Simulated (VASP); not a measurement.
Input of a VASP 6.6.1 run:

The input POSCAR:

```
CdS
1.0
    0.0000000000      2.9392148365      2.9392148365
    2.8804305398      0.0000000000      2.9392148365
    2.8804305398      2.9392148365      0.0000000000
Cd S
1 1
Direct
    0.0000000000      0.0000000000      0.0000000000
    0.2500000000      0.2500000000      0.2500000000
```

INCAR.step1

```
SYSTEM = CdS
PREC     = Accurate       ! precision mode
ENCUT    = 520            ! plane-wave cutoff, eV
EDIFF    = 1E-5           ! SCF threshold, eV
ISMEAR   = 0              ! smearing method
SIGMA    = 0.01           ! smearing width, eV
LREAL    = .FALSE.        ! projectors in reciprocal space
LASPH    = .TRUE.         ! aspherical terms in the spheres
NELM     = 60             ! most SCF steps
ALGO     = Normal         ! electronic algorithm
ISIF     = 2              ! what is computed and relaxed
LWAVE    = .TRUE.         ! write WAVECAR
NBANDS   = 16             ! bands
GGA      = PE             ! functional
KPAR     = 4
```

The input INCAR.step2:

```
SYSTEM = CdS
PREC     = Accurate       ! precision mode
ENCUT    = 520            ! plane-wave cutoff, eV
EDIFF    = 1E-7           ! SCF threshold, eV
ISMEAR   = 0              ! smearing method
SIGMA    = 0.01           ! smearing width, eV
LREAL    = .FALSE.        ! projectors in reciprocal space
LASPH    = .TRUE.         ! aspherical terms in the spheres
NELM     = 60             ! most SCF steps
ALGO     = Normal         ! electronic algorithm
ISIF     = 2              ! what is computed and relaxed
LWAVE    = .FALSE.        ! write WAVECAR
LCHARG   = .TRUE.         ! write CHGCAR
GGA      = PE             ! functional
LHFCALC  = .TRUE.         ! exact exchange
HFSCREEN = 0.2079         ! screening, 1/A
PRECFOCK = Normal       
LVHAR    = .TRUE.       
NBANDS   = 16             ! bands
ISTART   = 1            
KPAR     = 4
```

KPOINTS

```
regular mesh
0
G
  6 6 6
  0 0 0
```

Potentials or basis: VASP PAW PBE potentials, release 64 (Cd, S).

The run is started by

```bash
$ cat potpaw_PBE.64/Cd/POTCAR potpaw_PBE.64/S/POTCAR > POTCAR
$ cp INCAR.step1 INCAR
$ mpirun -np 4 vasp_std > vasp.out
$ cp INCAR.step2 INCAR
$ mpirun -np 4 vasp_std > vasp.out
```

Q: Predict the band gap on the k mesh.

A: 2.12 eV.

Q: What does it give for the pressure?

A: 1.8 GPa.

Stress tensor (GPa, compression positive):
```
2.06 0.00 0.00
0.00 1.70 0.00
0.00 0.00 1.70
```

Caveat: the cell differs from its parent crystal (uniaxial x strain -2.0%); the structure was generated, so it needn't be the stable form of CdS; the PAW data sets were made with another functional, which shifts forces and pressure a little.
